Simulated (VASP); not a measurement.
# Ga4Sb3As (an interface model) in VASP: single point with PBEsol

Aim: the single point of Ga4Sb3As (an interface model) with PBEsol.

All numbers are computed with VASP 6.6.1; they aren't measurements. Logs are shortened: lines on timing, memory, paths and dates and some standing lists are left out, and cuts for length are marked.

## Step 1: The cell of the first run

The cell holds layers of an interface, 24 atoms: a = 4.002 Å, b = 5.660 Å, c = 26.802 Å, α = 90.00°, β = 90.00°, γ = 90.00°.

## Step 2: Single point, PBEsol

INCAR reads:

```
SYSTEM = Ga4Sb3As
PREC     = Accurate       ! precision mode
ENCUT    = 400            ! plane-wave cutoff, eV
EDIFF    = 1E-6           ! SCF threshold, eV
ISMEAR   = -1             ! smearing method
SIGMA    = 0.05           ! smearing width, eV
LREAL    = .FALSE.        ! projectors in reciprocal space
LASPH    = .TRUE.         ! aspherical terms in the spheres
NELM     = 120            ! most SCF steps
ALGO     = Normal         ! electronic algorithm
ISIF     = 2              ! what is computed and relaxed
LWAVE    = .FALSE.        ! write WAVECAR
LCHARG   = .FALSE.        ! write CHGCAR
GGA      = PS             ! functional
NBANDS   = 126            ! bands
GGA_COMPAT= .FALSE.
```

KPOINTS reads:

```
Automatic mesh
0
G
  6 4 1
  0 0 0
```

POSCAR reads:

```
Ga4Sb3As
1.0
    2.8300000000     -2.8300000000      0.0000000000
    0.0000000000      0.0000000000      5.6600000000
  -18.9517386021    -18.9517386021      0.0000000000
Ga Sb As
12 9 3
Direct
    0.0000000000      0.0199300000      0.6576860000
    0.0000000000      0.0208550000      0.3130440000
    0.0000000000      0.9858860000      0.9978040000
    0.0000000000      0.0209550000      0.8298460000
    0.0000000000      0.0198350000      0.4851890000
    0.0000000000      0.9857490000      0.1451120000
    0.5000000000      0.5213350000      0.9189490000
    0.5000000000      0.5219430000      0.5714200000
    0.5000000000      0.5212060000      0.2239450000
    0.5000000000      0.5212140000      0.7453090000
    0.5000000000      0.5210670000      0.3975470000
    0.5000000000      0.4853400000      0.0714460000
    0.0000000000      0.2379000000      0.9157910000
    0.0000000000      0.2369840000      0.5714310000
    0.0000000000      0.2378120000      0.2271070000
    0.0000000000      0.2379050000      0.7438680000
    0.0000000000      0.2378090000      0.3990110000
    0.5000000000      0.7372670000      0.8318930000
    0.5000000000      0.7359840000      0.4845160000
    0.5000000000      0.7360430000      0.6583260000
    0.5000000000      0.7371850000      0.3109840000
    0.0000000000      0.2392910000      0.0714650000
    0.5000000000      0.7401990000      0.1455830000
    0.5000000000      0.7403030000      0.9973170000
```

Potentials or basis: VASP PAW PBE potentials, release 64 (Ga_d, Sb, As).

Launch:

```console
> cat potpaw_PBE.64/Ga_d/POTCAR potpaw_PBE.64/Sb/POTCAR potpaw_PBE.64/As/POTCAR > POTCAR
> mpirun -np 1 vasp_std > vasp.out
```

OUTCAR:

```text
SYSTEM = Ga4Sb3As
   PREC = Accurate
   ENCUT = 400
   EDIFF = 1E-6
   ISMEAR = -1
   LREAL = .FALSE.
   LASPH = .TRUE.
   NELM = 120
   ISIF = 2
   GGA = PS

 ion  position               nearest neighbor table
   1  0.000  0.020  0.658-  20 2.57  20 2.57  14 2.62  16 2.62
   2  0.000  0.021  0.313-  21 2.57  21 2.57  15 2.61  17 2.61
   3  0.000  0.986  0.998-  24 2.44  24 2.44  22 2.44  13 2.62
   4  0.000  0.021  0.830-  18 2.57  18 2.57  13 2.61  16 2.61
   5  0.000  0.020  0.485-  19 2.57  19 2.57  14 2.62  17 2.62
   6  0.000  0.986  0.145-  23 2.44  23 2.44  22 2.44  15 2.62
[... 16 lines left out ...]
  23  0.500  0.740  0.146-   6 2.44   6 2.44   9 2.44  12 2.46
  24  0.500  0.740  0.997-   3 2.44   3 2.44   7 2.44  12 2.46

  LATTYP: Found a simple orthorhombic cell.
 ALAT       =     4.0022243815
 B/A-ratio  =     1.4142135624
 C/A-ratio  =     6.6967274212

  Lattice vectors:

 A1 = (   2.8300000000,  -2.8300000000,   0.0000000000)
 A2 = (   0.0000000000,   0.0000000000,   5.6600000000)
 A3 = ( -18.9517386021, -18.9517386021,   0.0000000000)

Analysis of symmetry for initial positions (statically):
=====================================================================
 Subroutine PRICEL returns:
 Original cell was already a primitive cell.

 Routine SETGRP: Setting up the symmetry group for a
 simple orthorhombic supercell.

 Subroutine GETGRP returns: Found  2 space group operations
 (whereof  2 operations were pure point group operations)
 out of a pool of  8 trial point group operations.

The static configuration has the point symmetry C_1h.

Analysis of symmetry for dynamics (positions and initial velocities):
=====================================================================
 Subroutine PRICEL returns:
 Original cell was already a primitive cell.

 Routine SETGRP: Setting up the symmetry group for a
 simple orthorhombic supercell.

 Subroutine GETGRP returns: Found  2 space group operations
 (whereof  2 operations were pure point group operations)
 out of a pool of  8 trial point group operations.

The dynamic configuration has the point symmetry C_1h.

 Subroutine INISYM returns: Found  2 space group operations
 (whereof  2 operations are pure point group operations),
 and found     1 'primitive' translations

----------------------------------------------------------------------------------------

                                     Primitive cell

  volume of cell :     607.1303

  direct lattice vectors                    reciprocal lattice vectors
     2.830000000 -2.830000000  0.000000000     0.176678445 -0.176678445  0.000000000
     0.000000000  0.000000000  5.660000000     0.000000000  0.000000000  0.176678445
   -18.951738602-18.951738602  0.000000000    -0.026382804 -0.026382804  0.000000000

  length of vectors
     4.002224382  5.660000000 26.801805762     0.249861053  0.176678445  0.037310919

  position of ions in fractional coordinates (direct lattice)
     0.000000000  0.019930000  0.657686000
     0.000000000  0.020855000  0.313044000
     0.000000000  0.985886000  0.997804000
     0.000000000  0.020955000  0.829846000
     0.000000000  0.019835000  0.485189000
     0.000000000  0.985749000  0.145112000
[... 16 lines left out ...]
     0.500000000  0.740199000  0.145583000
     0.500000000  0.740303000  0.997317000

  ion indices of the primitive-cell ions
   primitive index   ion index
                 1           1
                 2           2
                 3           3
                 4           4
                 5           5
                 6           6
[... 16 lines left out ...]
                23          23
                24          24

----------------------------------------------------------------------------------------

 KPOINTS: Automatic mesh

Automatic generation of k-mesh.
 Grid dimensions read from file:
 generate k-points for:    6    4    1

 Generating k-lattice:

  Cartesian coordinates                     Fractional coordinates (reciprocal lattice)
     0.029446408 -0.029446408  0.000000000     0.166666667  0.000000000  0.000000000
     0.000000000  0.000000000  0.044169611     0.000000000  0.250000000  0.000000000
    -0.026382804 -0.026382804  0.000000000     0.000000000  0.000000000  1.000000000

  Length of vectors
     0.041643509  0.044169611  0.037310919

  Shift w.r.t. Gamma in fractional coordinates (k-lattice)
     0.000000000  0.000000000  0.000000000

 Subroutine IBZKPT returns following result:
 ===========================================

 Found     12 irreducible k-points:

 Following reciprocal coordinates:
            Coordinates               Weight
  0.000000  0.000000  0.000000      1.000000
  0.166667  0.000000  0.000000      2.000000
  0.333333  0.000000  0.000000      2.000000
  0.500000  0.000000  0.000000      1.000000
  0.000000  0.250000  0.000000      2.000000
  0.166667  0.250000  0.000000      4.000000
  0.333333  0.250000  0.000000      4.000000
  0.500000  0.250000  0.000000      2.000000
  0.000000  0.500000  0.000000      1.000000
  0.166667  0.500000  0.000000      2.000000
  0.333333  0.500000  0.000000      2.000000
  0.500000  0.500000  0.000000      1.000000
   k-points           NKPTS =     12   k-points in BZ     NKDIM =     12   number of bands    NBANDS=    126
   number of dos      NEDOS =    301   number of ions     NIONS =     24
   total plane-waves  NPLWV = 201600
   dimension x,y,z NGX =    28 NGY =   40 NGZ =  180
   dimension x,y,z NGXF=    56 NGYF=   80 NGZF=  360
   ions per type =              12   9   3
   NGX,Y,Z   is equivalent  to a cutoff of  11.63, 11.75, 11.17 a.u.
   NGXF,Y,Z  is equivalent  to a cutoff of  23.26, 23.50, 22.33 a.u.
 SYSTEM =  Ga4Sb3As
   PREC   = accura    normal or accurate (medium, high low for compatibility)
   ISTART =      0    job   : 0-new  1-cont  2-samecut
   ICHARG =      2    charge: 1-file 2-atom 10-const
   ISPIN  =      1    spin polarized calculation?
   LNONCOLLINEAR =      F non collinear calculations
   LSORBIT =      F    spin-orbit coupling
   LASPH  =      T    aspherical Exc in radial PAW
   ENCUT  =  400.0 eV  29.40 Ry    5.42 a.u.   6.53  9.23 43.71*2*pi/ulx,y,z
   NELM   =    120;   NELMIN=  2; NELMDL= -5     # of ELM steps
   EDIFF  = 0.1E-05   stopping-criterion for ELM
   LREAL  =      F    real-space projection
   EDIFFG = 0.1E-04   stopping-criterion for IOM
   NSW    =      0    number of steps for IOM
   IBRION =     -1    ionic relax: 0-MD 1-quasi-New 2-CG
   NFREE  =      0    steps in history (QN), initial steepest desc. (CG)
   ISIF   =      2    stress and relaxation
   ISYM   =      2    0-nonsym 1-usesym 2-fastsym
   POTIM  = 0.5000    time-step for ionic-motion
   TEBEG  =    0.0;   TEEND  =   0.0 temperature during run
   PSTRESS=    0.0 pullay stress
   NELECT =     216.0000    total number of electrons
   NUPDOWN=      -1.0000    fix difference up-down
   EMIN   =  10.00;   EMAX   =-10.00  energy-range for DOS
   EFERMI =   0.00;   METHOD = LEGACY
   ISMEAR =    -1;   SIGMA  =   0.05  broadening in eV -4-tet -1-fermi 0-gaus
   EFERMI_NEDOS =   21; number of points for ismear=-14 and -15
   IALGO  =     38    algorithm
   IMIX   =      4    mixing-type and parameters
     AMIX     =   0.40;   BMIX     =  1.00
     AMIX_MAG =   1.60;   BMIX_MAG =  1.00
  volume/ion in A,a.u.               =      25.30       170.71
  Fermi-wavevector in a.u.,A,eV,Ry     =   1.160020  2.192120 18.308628  1.345646
  Thomas-Fermi vector in A             =   2.296607
   LORBIT       =      0    0 simple, 1 ext, 2 COOP (PROOUT), +10 PAW based schemes
   GGA     = PS    functional components
   LHFCALC =     F    Hartree Fock is set to
   AEXX    =    0.0000 exact exchange contribution
   IVDW    =     0    specifies the selected vdW correction
   LEPSILON=     F    determine dielectric tensor
   LRPA    =     F    only Hartree local field effects (RPA)
 non-spin polarized calculation
  energy-cutoff  :      400.00
  volume of cell :      607.13
 maximum number of plane-waves:     11089
 NGX is ok and might be reduce to    28
   NGX = 13   NGY = 19   NGZ = 87

 number of electron     216.0000072 magnetization

 Free energy of the ion-electron system (eV)
  ---------------------------------------------------
  ext. energy  EPLUGINS =         0.00000000
  ---------------------------------------------------
  free energy    TOTEN  =       -98.70114380 eV

  energy without entropy =      -98.67408055  energy(sigma->0) =      -98.68761218

 E-fermi :   5.2563     XC(G=0):  -9.7120

 val. band max:        5.2169532077   @ k =   0.0000   0.2500   0.0000
 cond. band min:       5.2772502886   @ k =   0.0000   0.2500   0.0000
 fundamental gap:      0.0602970809
 Fermi energy:         5.2562681750

 k-point     1 :       0.0000    0.0000    0.0000
  band No.  band energies     occupation
      1     -10.0517      2.00000
      2     -10.0179      2.00000
      3      -9.9590      2.00000
      4      -9.9533      2.00000
      5      -9.9420      2.00000
      6      -9.9353      2.00000
[... 112 lines left out ...]
    119       7.5875      0.00000
    120       7.9546      0.00000

 k-point     2 :       0.1667    0.0000    0.0000
  band No.  band energies     occupation
      1     -10.0507      2.00000
      2     -10.0246      2.00000
      3      -9.9840      2.00000
      4      -9.9381      2.00000
      5      -9.9377      2.00000
      6      -9.9276      2.00000
[... 1226 lines left out ...]
      3     -10.0172      2.00000
      4      -9.9292      2.00000
      5      -9.9270      2.00000
      6      -9.9263      2.00000
[... 112 lines left out ...]
    119       8.6422      0.00000
    120       8.6543      0.00000
 [bands above 120 left out]

------------------------ aborting loop because EDIFF is reached ----------------------------------------

  FORCE on cell =-STRESS in cart. coord.  units (eV):
  Direction    XX          YY          ZZ          XY          YZ          ZX
  --------------------------------------------------------------------------------------
  -------------------------------------------------------------------------------------
  Total       12.4225005     12.4225005     16.5363128    -12.7215509     -0.0016258     -0.0016257
  in kB       32.7821691     32.7821691     43.6382516    -33.5713435     -0.0042904     -0.0042901
  external PRESSURE =      36.4008633 kB  Pullay stress =       0.0000000 kB

 VOLUME and BASIS-vectors are now :
 -----------------------------------------------------------------------------
  energy-cutoff  :      400.00
  volume of cell :      607.13
      direct lattice vectors                 reciprocal lattice vectors
     2.830000000 -2.830000000  0.000000000     0.176678445 -0.176678445  0.000000000
     0.000000000  0.000000000  5.660000000     0.000000000  0.000000000  0.176678445
   -18.951738602-18.951738602  0.000000000    -0.026382804 -0.026382804  0.000000000

 POSITION                                       TOTAL-FORCE (eV/Angst)
 -----------------------------------------------------------------------------------
    -12.46429    -12.46429      0.11280         0.003878      0.003878     -0.005005
     -5.93273     -5.93273      0.11804        -0.002246     -0.002246      0.016037
    -18.91012    -18.91012      5.58011        -0.000513     -0.000513     -0.000098
    -15.72702    -15.72702      0.11861         0.003927      0.003927      0.016677
     -9.19518     -9.19518      0.11227        -0.002679     -0.002679     -0.004300
     -2.75012     -2.75012      5.57934        -0.000709     -0.000709      0.001028
[... 16 lines left out ...]
     -1.34405     -4.17405      4.18953         0.000535      0.000535     -0.002267
    -17.48589    -20.31589      4.19011        -0.001145     -0.001145     -0.003128
 -----------------------------------------------------------------------------------
    total drift:                                0.002841      0.002841     -0.005803

  FREE ENERGIE OF THE ION-ELECTRON SYSTEM (eV)
  ---------------------------------------------------
  free  energy   TOTEN  =       -98.7011437973 eV

  energy  without entropy=      -98.6740805536  energy(sigma->0) =      -98.68761218
```

Run time: 26 min. Hardware: 1 thread of AMD EPYC 7R43 (Zen 3), shared host; peak memory 0.68 GiB.

What came out:

```yaml
Free_energy: -98.7011 eV
Pressure: 3.6 GPa
Largest_force: 0.018 eV/Å
Band_gap_on_the_k_mesh: zero (bands 108 and 109 overlap by 0.52 eV)
```

Forces in eV/Å, atoms in the order of the input:
```
Ga   0.004  0.004 -0.005
Ga  -0.002 -0.002  0.016
Ga  -0.001 -0.001  0.000
Ga   0.004  0.004  0.017
Ga  -0.003 -0.003 -0.004
Ga  -0.001 -0.001  0.001
Ga   0.003  0.003  0.014
Ga   0.001  0.001 -0.012
Ga  -0.001 -0.001  0.015
Ga   0.005  0.005  0.010
Ga  -0.007 -0.007  0.010
Ga   0.001  0.001  0.001
Sb   0.000  0.000 -0.011
Sb   0.000  0.000  0.012
Sb   0.000  0.000 -0.011
Sb  -0.003 -0.003 -0.008
Sb   0.003  0.003 -0.008
Sb  -0.002 -0.002 -0.018
Sb   0.001  0.001  0.003
Sb  -0.002 -0.002  0.003
Sb   0.002  0.002 -0.017
As   0.000  0.000  0.000
As   0.001  0.001 -0.002
As  -0.001 -0.001 -0.003
```

Caveat: the PAW data sets were made with another functional, which shifts forces and pressure a little; spin-orbit coupling is left out, which moves the levels of the heavy elements.
